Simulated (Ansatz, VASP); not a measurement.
# C in VASP and in Ansatz

```xyz
4
Lattice="2.5643 0.0000 0.0000 -1.2822 2.2208 0.0000 0.0000 0.0000 4.2230" Properties=species:S:1:pos:R:3 pbc="T T T"
C     0.0000    1.4805   -0.0018
C     1.2822    0.7403    2.1097
C     0.0000    1.4805    1.5812
C     1.2822    0.7403    3.6927
```

Change from the starting cell: strained cell.

Alike in both runs: functional PBEsol; k mesh 9 × 9 × 6; occupations gaussian, width 0.02 eV; no spin polarisation.

Ansatz relaxed the structure, and its values are those at the end. VASP's run is a single point on that final structure, the one shown.

|  | VASP | Ansatz |
| --- | --- | --- |
| version | VASP 6.6.1 | Ansatz 0.2.0 |
| potentials or method | VASP PAW PBE potentials, release 64 (C), cutoff 520 eV | scalar-relativistic, plane waves, PAW |
| valence electrons in the cell | 16 | 16 |

|  | VASP | Ansatz | Ansatz less VASP |
| --- | --- | --- | --- |
| gap on the k mesh at the Fermi level (eV) | 3.30 | 3.32 | +0.018 |
| least direct gap on the mesh (eV) | 4.70 | 4.70 | +0.007 |
| pressure (GPa) | -25.6 | -26.5 | -0.84 |

VASP's potentials were made for PBE, not for PBEsol, and Ansatz warns of the same on its side. The functional is the same, so the differences come from potentials, cutoffs and numerics. Ansatz's warnings: stress scf threshold loose.
